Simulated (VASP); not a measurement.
# AlC3 (Fm-3m) in VASP: further runs, part 2 of 2

VASP 6.6.1. The steps go on from the part before.

### Step 3. Relaxation of cell and atoms, PBE, target pressure 10 GPa, at which the enthalpy is minimised

INCAR

```
SYSTEM = AlC3
PREC = Accurate
ENCUT = 600
EDIFF = 1E-7
ISMEAR = -1
SIGMA = 0.05
LREAL = .FALSE.
LASPH = .TRUE.
NELM = 120
ALGO = Normal
ISIF = 3
LWAVE = .FALSE.
LCHARG = .FALSE.
GGA = PE
IBRION = 2
NSW = 80
EDIFFG = -0.03
PSTRESS = 100.0
GGA_COMPAT = .FALSE.
NELMIN = 4
```

KPOINTS

```
regular mesh
0
G
  7 7 7
  0 0 0
```

POSCAR

```
AlC3
1.0
    0.0000000000      2.5450000000      2.5450000000
    2.5450000000      0.0000000000      2.5450000000
    2.5450000000      2.5450000000      0.0000000000
Al C
1 3
Direct
    0.0000000000      0.0000000000      0.0000000000
    0.5000000000      0.5000000000      0.5000000000
    0.2500000000      0.2500000000      0.2500000000
    0.7500000000      0.7500000000      0.7500000000
```

Potentials or basis: VASP PAW PBE potentials, release 64 (Al, C).

On the command line:

```sh
$ cat potpaw_PBE.64/Al/POTCAR potpaw_PBE.64/C/POTCAR > POTCAR
$ mpirun -np 1 vasp_std > vasp.out
```

OUTCAR:

```text
SYSTEM = AlC3
   PREC = Accurate
   ENCUT = 600
   EDIFF = 1E-7
   ISMEAR = -1
   LREAL = .FALSE.
   LASPH = .TRUE.
   NELM = 120
   ISIF = 3
   GGA = PE
   IBRION = 2
   NSW = 80
   EDIFFG = -0.03
   PSTRESS = 100.0
   NELMIN = 4

 ion  position               nearest neighbor table
   1  0.000  0.000  0.000-   4 2.20   4 2.20   4 2.20   3 2.20   4 2.20   3 2.20   3 2.20   3 2.20
                             2 2.54   2 2.54   2 2.54   2 2.54   2 2.54   2 2.54
   2  0.500  0.500  0.500-   1 2.54   1 2.54   1 2.54   1 2.54   1 2.54   1 2.54
   3  0.250  0.250  0.250-   1 2.20   1 2.20   1 2.20   1 2.20
[... 527 lines left out ...]
  -------------------------------------------------------------------------------------
  Total        1.9969676      1.9969676      1.9969676      0.0000000     -0.0000000     -0.0000000
  in kB       96.5116845     96.5116845     96.5116845      0.0000000     -0.0000000     -0.0000000
  external PRESSURE =      -3.4883155 kB  Pullay stress =     100.0000000 kB

 VOLUME and BASIS-vectors are now :
 -----------------------------------------------------------------------------
  energy-cutoff  :      600.00
  volume of cell :       33.15
      direct lattice vectors                 reciprocal lattice vectors
    -0.000000000  2.549708710  2.549708710    -0.196100832  0.196100832  0.196100832
     2.549708710  0.000000000  2.549708710     0.196100832 -0.196100832  0.196100832
     2.549708710  2.549708710 -0.000000000     0.196100832  0.196100832 -0.196100832

 POSITION                                       TOTAL-FORCE (eV/Angst)
 -----------------------------------------------------------------------------------
      0.00000      0.00000      0.00000         0.000000      0.000000      0.000000
      2.54971      2.54971      2.54971         0.000000      0.000000      0.000000
      1.27485      1.27485      1.27485        -0.000000     -0.000000     -0.000000
      3.82456      3.82456      3.82456         0.000000     -0.000000      0.000000
 -----------------------------------------------------------------------------------
    total drift:                                0.000000     -0.000000      0.000000

  FREE ENERGIE OF THE ION-ELECTRON SYSTEM (eV)
  ---------------------------------------------------
  free  energy   TOTEN  =       -19.9300393763 eV

  energy  without entropy=      -19.9131861720  energy(sigma->0) =      -19.92161277

  enthalpy is  TOTEN    =       -17.8608934719 eV   P V=        2.0691459044

 reached required accuracy - stopping structural energy minimisation
```

CONTCAR:

```text
AlC3
   1.00000000000000
    -0.0000000000000000    2.5497087096441930    2.5497087096441930
     2.5497087096441930    0.0000000000000000    2.5497087096441930
     2.5497087096441930    2.5497087096441930   -0.0000000000000000
  Al              C
     1     3
Direct
     0.0000000000000000    0.0000000000000000    0.0000000000000000
     0.5000000000000000    0.5000000000000000    0.5000000000000000
     0.2500000000000000    0.2500000000000000    0.2500000000000000
     0.7500000000000000    0.7500000000000000    0.7500000000000000

  0.00000000E+00  0.00000000E+00  0.00000000E+00
  0.00000000E+00  0.00000000E+00  0.00000000E+00
  0.00000000E+00  0.00000000E+00  0.00000000E+00
  0.00000000E+00  0.00000000E+00  0.00000000E+00
```

Run time: 22 s. Hardware: 1 thread of Intel Xeon Platinum 8375C at 2.90GHz (Ice Lake), shared host; peak memory 0.16 GiB.

Results:

| Property | Result |
| --- | --- |
| Free energy | -19.9300 eV |
| Relaxed volume | 8.29 Å³/atom |
| Relaxed cell | a = 3.606 Å, b = 3.606 Å, c = 3.606 Å, α = 60.00°, β = 60.00°, γ = 60.00° |
| Space group after relaxing (to 0.1 Å) | Fm-3m (No. 225) |
| Energy change on relaxing (the run minimises the enthalpy) | -2.9 meV/atom |
| Ionic steps | 2 |
| Pressure after relaxing | 9.7 GPa |
| Band gap on the k mesh | zero (an odd number of electrons rules out a gap without spin polarisation) |

Step by step:
```tsv
step	energy change (eV)	largest force (eV/Å)	pressure (GPa)	volume (Å³)
1	0.0000	0.0000	10.75	32.97
2	-0.0117	0.0000	9.65	33.15
```

Final structure:
```
Al C
1.0
     0.00000    2.54971    2.54971
     2.54971    0.00000    2.54971
     2.54971    2.54971    0.00000
Al C
1 3
Cartesian
  0.0000 0.0000 0.0000
  2.5497 2.5497 2.5497
  1.2749 1.2749 1.2749
  3.8246 3.8246 3.8246
```

Caveat: the cell is relaxed towards a set pressure, so the run minimises the enthalpy, not the energy.

### Step 4. Relaxation of cell and atoms, PBE, target pressure 20 GPa, at which the enthalpy is minimised

INCAR

```
SYSTEM = AlC3
PREC = Accurate ; ENCUT = 600
EDIFF = 1E-7 ; ISMEAR = -1
SIGMA = 0.05 ; LREAL = .FALSE.
LASPH = .TRUE. ; NELM = 120
ALGO = Normal ; ISIF = 3
LWAVE = .FALSE. ; LCHARG = .FALSE.
GGA = PE ; IBRION = 2
NSW = 80 ; EDIFFG = -0.03
PSTRESS = 200.0 ; GGA_COMPAT = .FALSE.
NELMIN = 4
```

KPOINTS is that of step 3.

POSCAR is that of step 3.

On the command line:

```sh
$ cat potpaw_PBE.64/Al/POTCAR potpaw_PBE.64/C/POTCAR > POTCAR
$ mpirun -np 1 vasp_std > vasp.out
```

Run time: 30 s. Hardware: 1 thread of Intel Xeon Platinum 8375C at 2.90GHz (Ice Lake), shared host; peak memory 0.16 GiB.

It converged, with:

- Free energy: -19.7879 eV
- Relaxed volume: 7.90 Å³/atom
- Relaxed cell: a = 3.548 Å, b = 3.548 Å, c = 3.548 Å, α = 60.00°, β = 60.00°, γ = 60.00°
- Space group after relaxing (to 0.1 Å): Fm-3m (No. 225)
- Energy change on relaxing (the run minimises the enthalpy): +32.6 meV/atom
- Ionic steps: 3
- Pressure after relaxing: 20.0 GPa
- Band gap on the k mesh: zero (an odd number of electrons rules out a gap without spin polarisation)

The path:
| step | energy change (eV) | largest force (eV/Å) | pressure (GPa) | volume (Å³) |
| --- | --- | --- | --- | --- |
| 1 | 0.0000 | 0.0000 | 10.75 | 32.97 |
| 2 | 0.2531 | 0.0000 | 26.68 | 30.75 |
| 3 | 0.1305 | 0.0000 | 19.99 | 31.59 |

Final structure:
```
Al C
1.0
     0.00000    2.50911    2.50911
     2.50911    0.00000    2.50911
     2.50911    2.50911    0.00000
Al C
1 3
Cartesian
  0.0000 0.0000 0.0000
  2.5091 2.5091 2.5091
  1.2546 1.2546 1.2546
  3.7637 3.7637 3.7637
```

Levels at points of the mesh, in eV from the Fermi level:
```
           k point  band 5  band 6  band 7  band 8  band 9  band 10  band 11
(0.00, 0.00, 0.00)   -3.55   -3.55   -2.56   -2.56   -2.56     1.02     1.02
```

Caveat: the cell is relaxed towards a set pressure, so the run minimises the enthalpy, not the energy.

### Step 5. The runs side by side

```tsv
cell	gap on the mesh (eV)	pressure (GPa)
relaxed to 5 GPa	none	5.0
relaxed to 10 GPa	none	9.7
relaxed to 20 GPa	none	20.0
```

Alike in all rows: task relaxation of cell and atoms; level PBE; potentials or basis VASP PAW PBE potentials, release 64 (Al, C); no spin polarisation; k mesh 7 × 7 × 7; cutoff (eV) 600; smearing fermi-dirac 0.05 eV.

Caveats: the cell is relaxed towards a set pressure, so the run minimises the enthalpy, not the energy.

Total energies depend on the potentials used, so only differences within one code and one set of settings carry meaning.
